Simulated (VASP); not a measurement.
Set up this calculation in VASP 6.6.1, as the native input.

```
Task                   : single point
Functional             : PBE
Potentials or basis    : VASP PAW PBE potentials, release 64 (Mo_sv)
Cutoff                 : 520 eV
k mesh                 : 20 × 20 × 20
Occupations            : gaussian, width 0.15 eV
Spin                   : no spin polarisation
Dipole correction      : no
Further INCAR settings : ALGO = Normal; EDIFF = 1e-06; NBANDS = 13
```

The structure of Mo lies in POSCAR:

```
Mo
1.0
    0.0000000000      2.0150000000      2.0150000000
    2.0150000000      0.0000000000      2.0150000000
    2.0150000000      2.0150000000      0.0000000000
Mo
1
Direct
    0.0000000000      0.0000000000      0.0000000000
```

The input as run:

INCAR

```
SYSTEM = Mo
PREC = Accurate ; ENCUT = 520
EDIFF = 1E-6 ; ISMEAR = 0
SIGMA = 0.15 ; LREAL = .False.
LASPH = .True. ; NELM = 80
ALGO = Normal ; ISIF = 2
LWAVE = .False. ; LCHARG = .False.
GGA = PE ; NBANDS = 13
```

KPOINTS

```
regular mesh
0
Gamma
  20 20 20
  0 0 0
```

Potentials or basis: VASP PAW PBE potentials, release 64 (Mo_sv).

Run with:

```sh
$ cat potpaw_PBE.64/Mo_sv/POTCAR > POTCAR
$ mpirun -np 1 vasp_std > vasp.out
```

Results of the run:

```yaml
Pressure: -4.2 GPa
Band_gap_on_the_k_mesh: zero (band 7 reaches 15.33 eV, above the bottom of band 8 at 10.78 eV)
```

Wall time 40 s on 1 thread of AMD EPYC 7R13 Processor (Zen 3), with other jobs on the host, peak memory 0.15 GiB.
